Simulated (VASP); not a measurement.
# Br: single point with r2SCAN

Br, a slab with vacuum:

```
Br
1.0
    11.00000    0.00000    0.00000
     0.00000   11.50000    0.00000
     0.00000    0.00000   12.00000
Br
2
Cartesian
  5.5000 5.7500 4.8579
  5.5000 5.7500 7.1421
```

- Program: VASP 6.6.1
- Task: single point
- Functional: r2SCAN
- Potentials or basis: VASP PAW PBE potentials, release 64 (Br)
- Cutoff: 520 eV
- k mesh: 1 × 1 × 1
- Occupations: fermi-dirac, width 0.05 eV
- Spin: no spin polarisation
- Dipole correction: no
- Further INCAR settings: ALGO = Normal; EDIFF = 1e-07; NBANDS = 14

```json
{
  "Largest force": "0.049 eV/Å",
  "Band gap on the k mesh": "2.64 eV"
}
```

Forces in eV/Å, atoms in the order of the input:
```
Br   0.000  0.000 -0.049
Br   0.000  0.000  0.049
```

Levels at points of the mesh, in eV from the valence-band top:
```csv
k point,band 5,band 6,band 7,band 8,band 9,band 10
"(0.00, 0.00, 0.00)",-2.15,0.00,0.00,2.64,6.89,7.85
```

It took 3.5 min on 1 thread of Intel(R) Xeon(R) 6975P-C (Granite Rapids) (shared host), peak memory 1.3 GiB.

Caveat: the PAW data sets were made with another functional, which shifts forces and pressure a little.
